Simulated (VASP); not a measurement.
# KCl (P4/mmm) in VASP: notebook, part 2 of 2

VASP 6.6.1.

## 4. Single point, PBE

This run uses another cell than the first one, of the same volume but with other edges.

INCAR reads:

```
SYSTEM = KCl
  PREC = Accurate
  ENCUT = 520
  EDIFF = 1E-7
  ISMEAR = 0
  SIGMA = 0.05
  LREAL = .FALSE.
  LASPH = .TRUE.
  NELM = 80
  ALGO = Normal
  ISIF = 2
  LWAVE = .FALSE.
  LCHARG = .TRUE.
  GGA = PE
  LELF = .TRUE.
  LVHAR = .TRUE.
  NBANDS = 15
```

KPOINTS reads:

```
regular mesh
0
G
  8 8 8
  0 0 0
```

POSCAR reads:

```
KCl
1.0
    4.0529132608      0.0000000000      0.0000000000
    0.0000000000      4.0529132608      0.0000000000
    0.0000000000      0.0000000000      3.4449762717
K Cl
1 1
Direct
    0.0000000000      0.0000000000      0.0000000000
    0.5000000000      0.5000000000      0.5000000000
```

Potentials or basis: VASP PAW PBE potentials, release 64 (K_sv, Cl).

Command:

```console
$ cat potpaw_PBE.64/K_sv/POTCAR potpaw_PBE.64/Cl/POTCAR > POTCAR
$ mpirun -np 1 vasp_std > vasp.out
```

OUTCAR:

```text
SYSTEM = KCl
   PREC = Accurate
   ENCUT = 520
   EDIFF = 1E-7
   ISMEAR = 0
   LREAL = .FALSE.
   LASPH = .TRUE.
   NELM = 80
   ISIF = 2
   GGA = PE

 ion  position               nearest neighbor table
   1  0.000  0.000  0.000-
   2  0.500  0.500  0.500-

  LATTYP: Found a simple tetragonal cell.
 ALAT       =     4.0529132608
 C/A-ratio  =     0.8500000000

  Lattice vectors:

 A1 = (   4.0529132608,   0.0000000000,   0.0000000000)
 A2 = (   0.0000000000,   4.0529132608,   0.0000000000)
 A3 = (   0.0000000000,   0.0000000000,   3.4449762717)

Analysis of symmetry for initial positions (statically):
=====================================================================
 Subroutine PRICEL returns:
 Original cell was already a primitive cell.

 Routine SETGRP: Setting up the symmetry group for a
 simple tetragonal supercell.

 Subroutine GETGRP returns: Found 16 space group operations
 (whereof 16 operations were pure point group operations)
 out of a pool of 16 trial point group operations.

The static configuration has the point symmetry D_4h.

Analysis of symmetry for dynamics (positions and initial velocities):
=====================================================================
 Subroutine PRICEL returns:
 Original cell was already a primitive cell.

 Routine SETGRP: Setting up the symmetry group for a
 simple tetragonal supercell.

 Subroutine GETGRP returns: Found 16 space group operations
 (whereof 16 operations were pure point group operations)
 out of a pool of 16 trial point group operations.

The dynamic configuration has the point symmetry D_4h.

 Subroutine INISYM returns: Found 16 space group operations
 (whereof 16 operations are pure point group operations),
 and found     1 'primitive' translations

----------------------------------------------------------------------------------------

                                     Primitive cell

  volume of cell :      56.5875

  direct lattice vectors                    reciprocal lattice vectors
     4.052913261  0.000000000  0.000000000     0.246736097  0.000000000  0.000000000
     0.000000000  4.052913261  0.000000000     0.000000000  0.246736097  0.000000000
     0.000000000  0.000000000  3.444976272     0.000000000  0.000000000  0.290277761

  length of vectors
     4.052913261  4.052913261  3.444976272     0.246736097  0.246736097  0.290277761

  position of ions in fractional coordinates (direct lattice)
     0.000000000  0.000000000  0.000000000
     0.500000000  0.500000000  0.500000000

  ion indices of the primitive-cell ions
   primitive index   ion index
                 1           1
                 2           2

----------------------------------------------------------------------------------------

 KPOINTS: regular mesh

Automatic generation of k-mesh.
 Grid dimensions read from file:
 generate k-points for:    8    8    8

 Generating k-lattice:

  Cartesian coordinates                     Fractional coordinates (reciprocal lattice)
     0.030842012  0.000000000  0.000000000     0.125000000  0.000000000  0.000000000
     0.000000000  0.030842012  0.000000000     0.000000000  0.125000000  0.000000000
     0.000000000  0.000000000  0.036284720     0.000000000  0.000000000  0.125000000

  Length of vectors
     0.030842012  0.030842012  0.036284720

  Shift w.r.t. Gamma in fractional coordinates (k-lattice)
[... 35 lines left out ...]
   number of dos      NEDOS =    301   number of ions     NIONS =      2
   total plane-waves  NPLWV =  25200
   dimension x,y,z NGX =    30 NGY =   30 NGZ =   28
   dimension x,y,z NGXF=    60 NGYF=   60 NGZF=   56
   ions per type =               1   1
   NGX,Y,Z   is equivalent  to a cutoff of  12.31, 12.31, 13.51 a.u.
   NGXF,Y,Z  is equivalent  to a cutoff of  24.61, 24.61, 27.02 a.u.
 SYSTEM =  KCl
   PREC   = accura    normal or accurate (medium, high low for compatibility)
   ISTART =      0    job   : 0-new  1-cont  2-samecut
   ICHARG =      2    charge: 1-file 2-atom 10-const
   ISPIN  =      1    spin polarized calculation?
   LNONCOLLINEAR =      F non collinear calculations
   LSORBIT =      F    spin-orbit coupling
   LASPH  =      T    aspherical Exc in radial PAW
   ENCUT  =  520.0 eV  38.22 Ry    6.18 a.u.   7.54  7.54  6.41*2*pi/ulx,y,z
   NELM   =     80;   NELMIN=  2; NELMDL= -5     # of ELM steps
   EDIFF  = 0.1E-06   stopping-criterion for ELM
   LREAL  =      F    real-space projection
   EDIFFG = 0.1E-05   stopping-criterion for IOM
   NSW    =      0    number of steps for IOM
   IBRION =     -1    ionic relax: 0-MD 1-quasi-New 2-CG
   NFREE  =      0    steps in history (QN), initial steepest desc. (CG)
   ISIF   =      2    stress and relaxation
   ISYM   =      2    0-nonsym 1-usesym 2-fastsym
   POTIM  = 0.5000    time-step for ionic-motion
   TEBEG  =    0.0;   TEEND  =   0.0 temperature during run
   PSTRESS=    0.0 pullay stress
   NELECT =      16.0000    total number of electrons
   NUPDOWN=      -1.0000    fix difference up-down
   EMIN   =  10.00;   EMAX   =-10.00  energy-range for DOS
   EFERMI =   0.00;   METHOD = LEGACY
   ISMEAR =     0;   SIGMA  =   0.05  broadening in eV -4-tet -1-fermi 0-gaus
   EFERMI_NEDOS =   21; number of points for ismear=-14 and -15
   IALGO  =     38    algorithm
   IMIX   =      4    mixing-type and parameters
     AMIX     =   0.40;   BMIX     =  1.00
     AMIX_MAG =   1.60;   BMIX_MAG =  1.00
  volume/ion in A,a.u.               =      28.29       190.94
  Fermi-wavevector in a.u.,A,eV,Ry     =   1.074504  2.030517 15.708715  1.154558
  Thomas-Fermi vector in A             =   2.210334
   LORBIT       =      0    0 simple, 1 ext, 2 COOP (PROOUT), +10 PAW based schemes
   GGA     = PE    functional components
   LHFCALC =     F    Hartree Fock is set to
   AEXX    =    0.0000 exact exchange contribution
   IVDW    =     0    specifies the selected vdW correction
   LEPSILON=     F    determine dielectric tensor
   LRPA    =     F    only Hartree local field effects (RPA)
 non-spin polarized calculation
 Gauss-broadening in eV      SIGMA  =   0.05
  energy-cutoff  :      520.00
  volume of cell :       56.59
 maximum number of plane-waves:      1548
   NGX = 15   NGY = 15   NGZ = 13

 number of electron      16.0000004 magnetization

 Free energy of the ion-electron system (eV)
  ---------------------------------------------------
  ext. energy  EPLUGINS =         0.00000000
  ---------------------------------------------------
  free energy    TOTEN  =        -6.51696608 eV

  energy without entropy =       -6.51696608  energy(sigma->0) =       -6.51696608

 E-fermi :   0.0846     XC(G=0):  -8.0710

 val. band max:       -0.1467966814   @ k =   0.5000   0.5000   0.0000
 cond. band min:       3.7987761704   @ k =   0.0000   0.0000   0.0000
 fundamental gap:      3.9455728518
 Fermi energy:         0.0846472989

 k-point     1 :       0.0000    0.0000    0.0000
  band No.  band energies     occupation
      1     -29.0354      2.00000
      2     -13.3346      2.00000
      3     -12.4265      2.00000
      4     -12.4265      2.00000
      5     -12.3159      2.00000
      6      -1.2285      2.00000
      7      -1.2285      2.00000
      8      -0.2607      2.00000
      9       3.7988      0.00000
     10       5.3838      0.00000
     11       6.1886      0.00000
     12       9.0044      0.00000
     13      10.2526      0.00000
     14      10.2526      0.00000
[... 401 lines left out ...]
      2     -13.4674      2.00000
      3     -12.4190      2.00000
      4     -12.3873      2.00000
      5     -12.2308      2.00000
      6      -2.3498      2.00000
      7      -1.3795      2.00000
      8      -0.5987      2.00000
      9       6.5636      0.00000
     10       6.9442      0.00000
     11       7.3827      0.00000
     12       9.1989      0.00000
     13       9.2814      0.00000
     14       9.6883      0.00000
     15      10.8054      0.00000

 [... further k-points ...]

------------------------ aborting loop because EDIFF is reached ----------------------------------------

  FORCE on cell =-STRESS in cart. coord.  units (eV):
  Direction    XX          YY          ZZ          XY          YZ          ZX
  --------------------------------------------------------------------------------------
  -------------------------------------------------------------------------------------
  Total       -0.8447588     -0.8447588      1.7959884      0.0000000      0.0000000      0.0000000
  in kB      -23.9178667    -23.9178667     50.8502701      0.0000000      0.0000000      0.0000000
  external PRESSURE =       1.0048456 kB  Pullay stress =       0.0000000 kB

 VOLUME and BASIS-vectors are now :
 -----------------------------------------------------------------------------
  energy-cutoff  :      520.00
  volume of cell :       56.59
      direct lattice vectors                 reciprocal lattice vectors
     4.052913261  0.000000000  0.000000000     0.246736097  0.000000000  0.000000000
     0.000000000  4.052913261  0.000000000     0.000000000  0.246736097  0.000000000
     0.000000000  0.000000000  3.444976272     0.000000000  0.000000000  0.290277761

 POSITION                                       TOTAL-FORCE (eV/Angst)
 -----------------------------------------------------------------------------------
      0.00000      0.00000      0.00000         0.000000      0.000000      0.000000
      2.02646      2.02646      1.72249         0.000000      0.000000      0.000000
 -----------------------------------------------------------------------------------
    total drift:                                0.000000      0.000000     -0.000000

  FREE ENERGIE OF THE ION-ELECTRON SYSTEM (eV)
  ---------------------------------------------------
  free  energy   TOTEN  =        -6.5169660810 eV

  energy  without entropy=       -6.5169660810  energy(sigma->0) =       -6.51696608
```

OSZICAR:

```text
N       E                     dE             d eps       ncg     rms          rms(c)
DAV:   1     0.102363639759E+03    0.10236E+03   -0.72222E+03  2250   0.974E+02
DAV:   2    -0.962723937028E+00   -0.10333E+03   -0.95836E+02  2971   0.243E+02
DAV:   3    -0.666819257868E+01   -0.57055E+01   -0.56747E+01  3084   0.506E+01
DAV:   4    -0.686228027168E+01   -0.19409E+00   -0.19405E+00  3364   0.848E+00
DAV:   5    -0.686388792530E+01   -0.16077E-02   -0.16076E-02  3168   0.849E-01    0.290E+00
DAV:   6    -0.655784962553E+01    0.30604E+00   -0.32252E-01  2768   0.326E+00    0.239E+00
DAV:   7    -0.651622547150E+01    0.41624E-01   -0.95028E-02  2950   0.204E+00    0.147E+00
DAV:   8    -0.651669508149E+01   -0.46961E-03   -0.19435E-02  3177   0.108E+00    0.228E-01
DAV:   9    -0.651669692566E+01   -0.18442E-05   -0.11235E-03  2967   0.237E-01    0.115E-01
DAV:  10    -0.651697202985E+01   -0.27510E-03   -0.45379E-04  2509   0.167E-01    0.322E-02
DAV:  11    -0.651696582648E+01    0.62034E-05   -0.19991E-05  3326   0.313E-02    0.119E-02
DAV:  12    -0.651696601536E+01   -0.18888E-06   -0.36756E-06  2600   0.153E-02    0.200E-03
DAV:  13    -0.651696608104E+01   -0.65674E-07   -0.73194E-08  2573   0.238E-03
   1 F= -.65169661E+01 E0= -.65169661E+01  d E =-.312146E-13
```

stdout:

```text
POSCAR found type information on POSCAR K Cl
 POSCAR found :  2 types and       2 ions
 scaLAPACK will be used
 LDA part: xc-table for (Slater+PW92), standard interpolation
 POSCAR, INCAR and KPOINTS ok, starting setup
 FFT: planning ... GRIDC
 FFT: planning ... GRID_SOFT
 FFT: planning ... GRID
 WAVECAR not read
 entering main loop
```

Run time: 77 s. Hardware: 1 thread of Intel Xeon 8259CL, shared host; peak memory 0.2 GiB.

What came out:

```
Free energy            : -6.5170 eV
Pressure               : 0.1 GPa
Band gap on the k mesh : 3.95 eV (least direct gap 4.06 eV)
```

Stress tensor (GPa, compression positive):
```
-2.39  0.00  0.00
 0.00 -2.39  0.00
 0.00  0.00  5.09
```

## 5. Single point, PBE

This run uses another cell than the first one, of the same volume but with other edges.

INCAR reads:

```
PREC     = Accurate       # precision mode
ENCUT    = 520            # plane-wave cutoff, eV
EDIFF    = 1E-6           # SCF threshold, eV
ISMEAR   = 0              # smearing method
SIGMA    = 0.05           # smearing width, eV
LREAL    = False          # projectors in reciprocal space
LASPH    = True           # aspherical terms in the spheres
NELM     = 100            # most SCF steps
ALGO     = Normal         # electronic algorithm
ISIF     = 2              # what is computed and relaxed
LWAVE    = False          # write WAVECAR
LCHARG   = True           # write CHGCAR
GGA      = PE             # functional
LELF     = True           # ELF
LVHAR    = True         
NBANDS   = 15             # bands
```

KPOINTS reads:

```
Automatic mesh
0
Gamma
  8 8 8
```

POSCAR reads:

```
KCl
1.0
    3.6128217579      0.0000000000      0.0000000000
    0.0000000000      3.6128217579      0.0000000000
    0.0000000000      0.0000000000      4.3353861095
K Cl
1 1
Direct
    0.0000000000      0.0000000000      0.0000000000
    0.5000000000      0.5000000000      0.5000000000
```

Command:

```console
$ cat potpaw_PBE.64/K_sv/POTCAR potpaw_PBE.64/Cl/POTCAR > POTCAR
$ mpirun -np 1 vasp_std > vasp.out
```

It took 50 s on 1 thread of Intel Xeon 8259CL, shared host; peak memory 0.2 GiB.

It converged, with:

* Free energy: -6.4848 eV
* Pressure: 0.0 GPa
* Band gap on the k mesh: 3.98 eV (least direct gap 4.18 eV)

Stress tensor (GPa, compression positive):
```
 2.72  0.00  0.00
 0.00  2.72  0.00
 0.00  0.00 -5.40
```

Levels at points of the mesh, in eV from the valence-band top:
```
           k point  band 4  band 5  band 6  band 7  band 8  band 9  band 10  band 11  band 12  band 13
(0.00, 0.00, 0.00)  -12.05  -12.05   -1.10   -0.20   -0.20    3.98     6.14     6.36     9.89     9.89
(0.50, 0.00, 0.00)  -12.01  -11.98   -2.15   -1.08   -0.09    7.03     7.04     8.61     9.45     9.68
(0.50, 0.50, 0.00)  -12.39  -11.99   -1.54   -1.54   -0.72    5.84     6.14     7.52     7.52    11.09
(0.00, 0.00, 0.50)  -12.04  -11.75   -2.15   -0.25   -0.25    6.68     7.05     7.39    10.09    10.51
(0.50, 0.00, 0.50)  -12.13  -12.00   -1.76   -1.42    0.00    5.51     7.17     8.71     9.33     9.93
(0.50, 0.50, 0.50)  -12.37  -12.06   -1.71   -1.71   -1.49    8.09     8.18     8.53     8.53     9.48
```

## 6. Single point, PBE

This run uses another cell than the first one, of the same volume but with other edges.

INCAR reads:

```
PREC = Accurate
ENCUT = 520
EDIFF = 1E-7
ISMEAR = 0
SIGMA = 0.05
LREAL = False
LASPH = True
NELM = 80
ALGO = Normal
ISIF = 2
LWAVE = False
LCHARG = False
GGA = PE
NBANDS = 15
```

KPOINTS reads:

```
regular mesh
0
Gamma
  8 8 8
```

POSCAR reads:

```
KCl
1.0
    4.1706980621      0.0000000000      0.0000000000
    0.0000000000      4.1706980621      0.0000000000
    0.0000000000      0.0000000000      3.2531444884
K Cl
1 1
Direct
    0.0000000000      0.0000000000      0.0000000000
    0.5000000000      0.5000000000      0.5000000000
```

Potentials or basis: VASP PAW PBE potentials, release 64 (K_sv, Cl).

Command:

```console
$ cat potpaw_PBE.64/K_sv/POTCAR potpaw_PBE.64/Cl/POTCAR > POTCAR
$ mpirun -np 1 vasp_std > vasp.out
```

Run time: 63 s. Hardware: 1 thread of Intel Xeon 8259CL, shared host; peak memory 0.2 GiB.

Results (log left out):

```
Free energy            : -6.3173 eV
Pressure               : 0.4 GPa
Band gap on the k mesh : 3.25 eV (least direct gap 3.33 eV)
```

Stress tensor (GPa, compression positive):
```
-3.70  0.00  0.00
 0.00 -3.70  0.00
 0.00  0.00  8.74
```

Levels at points of the mesh, in eV from the valence-band top:
| k point | band 4 | band 5 | band 6 | band 7 | band 8 | band 9 | band 10 | band 11 | band 12 | band 13 |
| --- | --- | --- | --- | --- | --- | --- | --- | --- | --- | --- |
| (0.00, 0.00, 0.00) | -13.01 | -12.79 | -1.68 | -1.68 | -0.08 | 3.25 | 4.77 | 5.95 | 8.13 | 10.13 |
| (0.50, 0.00, 0.00) | -12.78 | -12.69 | -2.86 | -1.79 | -0.08 | 5.63 | 6.08 | 6.99 | 9.26 | 9.97 |
| (0.50, 0.50, 0.00) | -13.13 | -12.77 | -2.36 | -2.36 | 0.00 | 4.50 | 7.13 | 8.94 | 9.34 | 9.34 |
| (0.00, 0.00, 0.50) | -12.90 | -12.87 | -3.03 | -1.38 | -1.38 | 6.78 | 7.08 | 7.58 | 7.81 | 7.81 |
| (0.50, 0.00, 0.50) | -13.01 | -12.88 | -2.68 | -1.90 | -1.22 | 5.25 | 5.36 | 6.53 | 7.45 | 9.97 |
| (0.50, 0.50, 0.50) | -12.98 | -12.98 | -2.76 | -2.10 | -2.10 | 7.45 | 7.45 | 7.46 | 7.46 | 8.29 |

## 7. The runs side by side

| cell | gap on the mesh (eV) | pressure (GPa) |
| --- | --- | --- |
| a = 4.310, b = 4.310, c = 3.047 Å, 2 atoms | 2.26 | 1.4 |
| a = 3.421, b = 3.421, c = 4.837 Å, 2 atoms | 2.48 | 0.2 |
| a = 4.053, b = 4.053, c = 3.445 Å, 2 atoms | 3.95 | 0.1 |
| a = 3.613, b = 3.613, c = 4.335 Å, 2 atoms | 3.98 | 0.0 |
| a = 4.171, b = 4.171, c = 3.253 Å, 2 atoms | 3.25 | 0.4 |

Alike in all rows: task single point; level PBE; potentials or basis VASP PAW PBE potentials, release 64 (K_sv, Cl); no spin polarisation; k mesh 8 × 8 × 8; cutoff (eV) 520; smearing gaussian 0.05 eV.

Absolute energies hang on the potentials; compare differences alone.
